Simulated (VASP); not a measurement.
# La2SiF2 (P6/mmm) in VASP: single point with PBE

Aim: the single point of La2SiF2 with PBE.

Program: VASP 6.6.1. These are calculated values, not measurements. Logs are shortened: lines on timing, memory, paths and dates and some standing lists are left out, and cuts for length are marked.

### 1 The cell of the first run

It takes space group P6/mmm (No. 191, hexagonal). Conventional cell: a = 5.130 Å, b = 5.130 Å, c = 5.256 Å, α = 90.00°, β = 90.00°, γ = 120.00°. La (site symmetry -6m2) has 2 F at 2.63 Å and 3 La at 2.96 Å within 3.5 Å. Within 3.9 Å of Si (site symmetry 6/mmm) lie 6 F at 2.96 Å. Within 3.5 Å of F (site symmetry -6m2) lie 2 La at 2.63 Å and 3 Si at 2.96 Å and 3 F at 2.96 Å.

### 2 Single point, PBE

File INCAR:

```
SYSTEM = La2SiF2
PREC = Accurate ; ENCUT = 520
EDIFF = 1E-7 ; ISMEAR = 0
SIGMA = 0.1 ; LREAL = .FALSE.
LASPH = .TRUE. ; NELM = 60
ALGO = Normal ; ISIF = 2
LWAVE = .FALSE. ; LCHARG = .FALSE.
GGA = PE ; NBANDS = 28
```

File KPOINTS:

```
regular mesh
0
G
  6 6 4
  0 0 0
```

File POSCAR:

```
La2SiF2
1.0
    5.1303896400      0.0000000000      0.0000000000
   -2.5651948200      4.4430477600      0.0000000000
    0.0000000000      0.0000000000      5.2561597500
La Si F
2 1 2
Direct
    0.3333333300      0.6666666700      0.0000000000
    0.6666666700      0.3333333300      0.0000000000
    0.0000000000      0.0000000000      0.5000000000
    0.3333333300      0.6666666700      0.5000000000
    0.6666666700      0.3333333300      0.5000000000
```

Potentials or basis: VASP PAW PBE potentials, release 64 (La, Si, F).

Command:

```sh
$ cat potpaw_PBE.64/La/POTCAR potpaw_PBE.64/Si/POTCAR potpaw_PBE.64/F/POTCAR > POTCAR
$ mpirun -np 1 vasp_std > vasp.out
```

OUTCAR:

```text
SYSTEM = La2SiF2
   PREC = Accurate
   ENCUT = 520
   EDIFF = 1E-7
   ISMEAR = 0
   LREAL = .FALSE.
   LASPH = .TRUE.
   NELM = 60
   ISIF = 2
   GGA = PE

 ion  position               nearest neighbor table
   1  0.333  0.667  0.000-   4 2.63   4 2.63   2 2.96   2 2.96   2 2.96
   2  0.667  0.333  0.000-   5 2.63   5 2.63   1 2.96   1 2.96   1 2.96
   3  0.000  0.000  0.500-
   4  0.333  0.667  0.500-   1 2.63   1 2.63
   5  0.667  0.333  0.500-   2 2.63   2 2.63

  LATTYP: Found a hexagonal cell.
 ALAT       =     5.1303896400
 C/A-ratio  =     1.0245147287

  Lattice vectors:

 A1 = (   5.1303896400,   0.0000000000,   0.0000000000)
 A2 = (  -2.5651948200,   4.4430477600,   0.0000000000)
 A3 = (   0.0000000000,   0.0000000000,   5.2561597500)

Analysis of symmetry for initial positions (statically):
=====================================================================
 Subroutine PRICEL returns:
 Original cell was already a primitive cell.

 Routine SETGRP: Setting up the symmetry group for a
 hexagonal supercell.

 Subroutine GETGRP returns: Found 24 space group operations
 (whereof 24 operations were pure point group operations)
 out of a pool of 24 trial point group operations.

The static configuration has the point symmetry D_6h.

Analysis of symmetry for dynamics (positions and initial velocities):
=====================================================================
 Subroutine PRICEL returns:
 Original cell was already a primitive cell.

 Routine SETGRP: Setting up the symmetry group for a
 hexagonal supercell.

 Subroutine GETGRP returns: Found 24 space group operations
 (whereof 24 operations were pure point group operations)
 out of a pool of 24 trial point group operations.

The dynamic configuration has the point symmetry D_6h.

 Subroutine INISYM returns: Found 24 space group operations
 (whereof 24 operations are pure point group operations),
 and found     1 'primitive' translations

----------------------------------------------------------------------------------------

                                     Primitive cell

  volume of cell :     119.8119

  direct lattice vectors                    reciprocal lattice vectors
     5.130389640  0.000000000  0.000000000     0.194916969  0.112535365  0.000000000
    -2.565194820  4.443047760  0.000000000     0.000000000  0.225070729  0.000000000
     0.000000000  0.000000000  5.256159750     0.000000000  0.000000000  0.190252969
[... 86 lines left out ...]
   EDIFF  = 0.1E-06   stopping-criterion for ELM
   LREAL  =      F    real-space projection
   EDIFFG = 0.1E-05   stopping-criterion for IOM
   NSW    =      0    number of steps for IOM
   IBRION =     -1    ionic relax: 0-MD 1-quasi-New 2-CG
   NFREE  =      0    steps in history (QN), initial steepest desc. (CG)
   ISIF   =      2    stress and relaxation
   ISYM   =      2    0-nonsym 1-usesym 2-fastsym
   POTIM  = 0.5000    time-step for ionic-motion
   TEBEG  =    0.0;   TEEND  =   0.0 temperature during run
   PSTRESS=    0.0 pullay stress
   NELECT =      40.0000    total number of electrons
   NUPDOWN=      -1.0000    fix difference up-down
   EMIN   =  10.00;   EMAX   =-10.00  energy-range for DOS
   EFERMI =   0.00;   METHOD = LEGACY
   ISMEAR =     0;   SIGMA  =   0.10  broadening in eV -4-tet -1-fermi 0-gaus
   EFERMI_NEDOS =   21; number of points for ismear=-14 and -15
   IALGO  =     38    algorithm
   IMIX   =      4    mixing-type and parameters
     AMIX     =   0.40;   BMIX     =  1.00
     AMIX_MAG =   1.60;   BMIX_MAG =  1.00
  volume/ion in A,a.u.               =      23.96       161.71
  Fermi-wavevector in a.u.,A,eV,Ry     =   1.135695  2.146151 17.548822  1.289802
  Thomas-Fermi vector in A             =   2.272399
   LORBIT       =      0    0 simple, 1 ext, 2 COOP (PROOUT), +10 PAW based schemes
   GGA     = PE    functional components
   LHFCALC =     F    Hartree Fock is set to
   AEXX    =    0.0000 exact exchange contribution
   IVDW    =     0    specifies the selected vdW correction
   LEPSILON=     F    determine dielectric tensor
   LRPA    =     F    only Hartree local field effects (RPA)
 non-spin polarized calculation
 Gauss-broadening in eV      SIGMA  =   0.10
  energy-cutoff  :      520.00
  volume of cell :      119.81
 maximum number of plane-waves:      3258
 NGX is ok and might be reduce to    40
   NGX = 19   NGY = 19   NGZ = 19

 number of electron      39.9999999 magnetization

 Free energy of the ion-electron system (eV)
  ---------------------------------------------------
  ext. energy  EPLUGINS =         0.00000000
  ---------------------------------------------------
  free energy    TOTEN  =       -22.71491225 eV

  energy without entropy =      -22.66801932  energy(sigma->0) =      -22.69146579

 E-fermi :   5.9628     XC(G=0):  -9.2980

 val. band max:        5.9615423201   @ k =   0.1667   0.0000   0.0000
 cond. band min:       5.9691373913   @ k =   0.3333  -0.0000   0.5000
 fundamental gap:      0.0075950711
 Fermi energy:         5.9628057356

 k-point     1 :       0.0000    0.0000    0.0000
  band No.  band energies     occupation
      1     -27.5669      2.00000
      2     -26.5323      2.00000
      3     -17.3956      2.00000
      4     -17.1630      2.00000
      5     -12.2281      2.00000
      6     -12.2281      2.00000
[... 640 lines left out ...]
     27       7.5955      0.00000
     28       7.6514      0.00000

------------------------ aborting loop because EDIFF is reached ----------------------------------------

  FORCE on cell =-STRESS in cart. coord.  units (eV):
  Direction    XX          YY          ZZ          XY          YZ          ZX
  --------------------------------------------------------------------------------------
  -------------------------------------------------------------------------------------
  Total        3.8945280      3.8945280    -15.6323006      0.0000000      0.0000000      0.0000000
  in kB       52.0793463     52.0793463   -209.0420191      0.0000000      0.0000000      0.0000000
  external PRESSURE =     -34.9611089 kB  Pullay stress =       0.0000000 kB

 VOLUME and BASIS-vectors are now :
 -----------------------------------------------------------------------------
  energy-cutoff  :      520.00
  volume of cell :      119.81
      direct lattice vectors                 reciprocal lattice vectors
     5.130389640  0.000000000  0.000000000     0.194916969  0.112535365  0.000000000
    -2.565194820  4.443047760  0.000000000     0.000000000  0.225070729  0.000000000
     0.000000000  0.000000000  5.256159750     0.000000000  0.000000000  0.190252969

 POSITION                                       TOTAL-FORCE (eV/Angst)
 -----------------------------------------------------------------------------------
     -0.00000      2.96203      0.00000         0.000000     -0.000000      0.000000
      2.56519      1.48102      0.00000        -0.000000      0.000000      0.000000
      0.00000      0.00000      2.62808        -0.000000      0.000000      0.000000
     -0.00000      2.96203      2.62808        -0.000000      0.000000      0.000000
      2.56519      1.48102      2.62808         0.000000      0.000000      0.000000
 -----------------------------------------------------------------------------------
    total drift:                                0.000000     -0.000000     -0.000000

  FREE ENERGIE OF THE ION-ELECTRON SYSTEM (eV)
  ---------------------------------------------------
  free  energy   TOTEN  =       -22.7149122549 eV

  energy  without entropy=      -22.6680193247  energy(sigma->0) =      -22.69146579
```

OSZICAR:

```text
N       E                     dE             d eps       ncg     rms          rms(c)
DAV:   1     0.499149414127E+03    0.49915E+03   -0.15716E+04  1192   0.201E+03
DAV:   2     0.912184210407E+02   -0.40793E+03   -0.39124E+03  1688   0.332E+02
DAV:   3    -0.117241843517E+02   -0.10294E+03   -0.10048E+03  1992   0.203E+02
DAV:   4    -0.243203427953E+02   -0.12596E+02   -0.12260E+02  2156   0.677E+01
DAV:   5    -0.254089125463E+02   -0.10886E+01   -0.10569E+01  2008   0.199E+01    0.907E+00
DAV:   6    -0.228727577445E+02    0.25362E+01   -0.24986E+01  1728   0.253E+01    0.473E+00
DAV:   7    -0.228026593780E+02    0.70098E-01   -0.74702E+00  2236   0.148E+01    0.359E+00
DAV:   8    -0.227130235908E+02    0.89636E-01   -0.57486E-01  1896   0.405E+00    0.184E+00
DAV:   9    -0.227197798677E+02   -0.67563E-02   -0.19040E-01  2172   0.318E+00    0.518E-01
DAV:  10    -0.227141992608E+02    0.55806E-02   -0.43618E-02  1840   0.845E-01    0.196E-01
DAV:  11    -0.227150196775E+02   -0.82042E-03   -0.64483E-03  2296   0.617E-01    0.843E-02
DAV:  12    -0.227149304573E+02    0.89220E-04   -0.19183E-03  1848   0.163E-01    0.367E-02
DAV:  13    -0.227149108140E+02    0.19643E-04   -0.21727E-04  2112   0.976E-02    0.107E-02
DAV:  14    -0.227149118262E+02   -0.10122E-05   -0.40531E-05  2040   0.260E-02    0.340E-03
DAV:  15    -0.227149123170E+02   -0.49088E-06   -0.20361E-06  2032   0.926E-03    0.329E-03
DAV:  16    -0.227149122549E+02    0.62100E-07   -0.92986E-07  1584   0.565E-03
   1 F= -.22714912E+02 E0= -.22691466E+02  d E =-.468929E-01
```

stdout:

```text
POSCAR found type information on POSCAR LaSiF
 POSCAR found :  3 types and       5 ions
 scaLAPACK will be used
 LDA part: xc-table for (Slater+PW92), standard interpolation
 POSCAR, INCAR and KPOINTS ok, starting setup
 FFT: planning ... GRIDC
 FFT: planning ... GRID_SOFT
 FFT: planning ... GRID
 WAVECAR not read
 entering main loop
```

Wall time 51 s (1 thread of Intel Xeon 6975P-C (Granite Rapids), shared host); peak memory 0.28 GiB.

What came out:

```
Free energy            : -22.7149 eV
Pressure               : -3.5 GPa
Band gap on the k mesh : zero (band 20 reaches 6.38 eV, above the bottom of band 21 at 5.58 eV)
```

Caveat: spin-orbit coupling is left out, which moves the levels of the heavy elements.
